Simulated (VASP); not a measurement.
Write the native input for VASP 6.6.1 that does the following.

| Item | Value |
| --- | --- |
| Task | single point |
| Functional | PBE |
| Potentials or basis | VASP PAW PBE potentials, release 64 (Sn_d, Se, S) |
| Cutoff | 520 eV |
| k mesh | 12 × 12 × 4 |
| Occupations | gaussian, width 0.02 eV |
| Spin | no spin polarisation |
| Dipole correction | no |
| Further INCAR settings | ALGO = Normal; EDIFF = 1e-07; NBANDS = 39 |

The structure of Sn3SeS2 lies in POSCAR:

```
Sn3SeS2
1.0
    4.1868805052      0.0000000000      0.0000000000
   -2.0934402526      3.6259448801      0.0000000000
    0.0000000000      0.0000000000     10.2482028421
Sn Se S
3 1 2
Direct
    0.0000000000      0.0000000000      0.0000000000
    0.3333333333      0.6666666667      0.6757129090
    0.6666666667      0.3333333333      0.3242870910
    0.0000000000      0.0000000000      0.5000000000
    0.6666666667      0.3333333333      0.8377808977
    0.3333333333      0.6666666667      0.1622191023
```

One way to write it, as run:

INCAR

```
SYSTEM = Sn3SeS2
  PREC = Accurate
  ENCUT = 520
  EDIFF = 1E-7
  ISMEAR = 0
  SIGMA = 0.02
  LREAL = .FALSE.
  LASPH = .TRUE.
  NELM = 80
  ALGO = Normal
  ISIF = 2
  LWAVE = .FALSE.
  LCHARG = .TRUE.
  GGA = PE
  LELF = .TRUE.
  LVHAR = .TRUE.
  NBANDS = 39
```

KPOINTS

```
regular mesh
0
G
  12 12 4
  0 0 0
```

Potentials or basis: VASP PAW PBE potentials, release 64 (Sn_d, Se, S).

Launch:

```bash
$ cat potpaw_PBE.64/Sn_d/POTCAR potpaw_PBE.64/Se/POTCAR potpaw_PBE.64/S/POTCAR > POTCAR
$ mpirun -np 1 vasp_std > vasp.out
```

It gave:

```
Pressure               : 0.0 GPa
Band gap on the k mesh : 0.42 eV (least direct gap 0.50 eV)
```

Caveat: spin-orbit coupling is left out, which moves the levels of the heavy elements.

Run time: 10 min on 1 thread of AMD EPYC 7R13, with other jobs on the host, peak memory 0.48 GiB.
